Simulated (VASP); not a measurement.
Set up this calculation in VASP 6.6.1, as the native input.

```yaml
Task: single point
Functional: PBE
Dispersion: D3(BJ)
Potentials_or_basis: VASP PAW PBE potentials, release 64 (Pt, S)
Cutoff: 520 eV
k_mesh: 6 × 6 × 6
Occupations: gaussian, width 0.1 eV
Spin: no spin polarisation
Dipole_correction: no
Further_INCAR_settings: ALGO = Normal; EDIFF = 1e-06; NBANDS = 18
```

The structure of PtS2 lies in POSCAR:

```
PtS2
1.0
    1.7714538046      1.0227493326      5.3609868418
   -1.7714538046      1.0227493326      5.3609868418
    0.0000000000     -2.0454986603      5.3609868427
Pt S
1 2
Direct
    0.0000000000      0.0000000000      0.0000000000
    0.7435715899      0.7435715899      0.7435715899
    0.2564284101      0.2564284101      0.2564284101
```

The input as run:

INCAR

```
SYSTEM = PtS2
PREC = Accurate
ENCUT = 520
EDIFF = 1E-6
ISMEAR = 0
SIGMA = 0.1
LREAL = .False.
LASPH = .True.
NELM = 60
ALGO = Normal
ISIF = 2
LWAVE = .False.
LCHARG = .False.
GGA = PE
IVDW = 12
NBANDS = 18
```

KPOINTS

```
Automatic mesh
0
Gamma
  6 6 6
  0 0 0
```

Potentials or basis: VASP PAW PBE potentials, release 64 (Pt, S).

Launch:

```bash
$ cat potpaw_PBE.64/Pt/POTCAR potpaw_PBE.64/S/POTCAR > POTCAR
$ mpirun -np 1 vasp_std > vasp.out
```

It gave:

```
Pressure                   : -0.5 GPa
Largest force              : 0.042 eV/Å
Band gap on the k mesh     : 1.16 eV, indirect (least direct gap 1.37 eV)
Dispersion energy per atom : -0.396 eV
```

Caveat: spin-orbit coupling is left out, which moves the levels of the heavy elements.

Run time: 110 s on 1 thread of Intel(R) Xeon(R) Platinum 8259CL CPU @ 2.50GHz (Skylake/Cascade Lake) (shared host), peak memory 0.32 GiB.
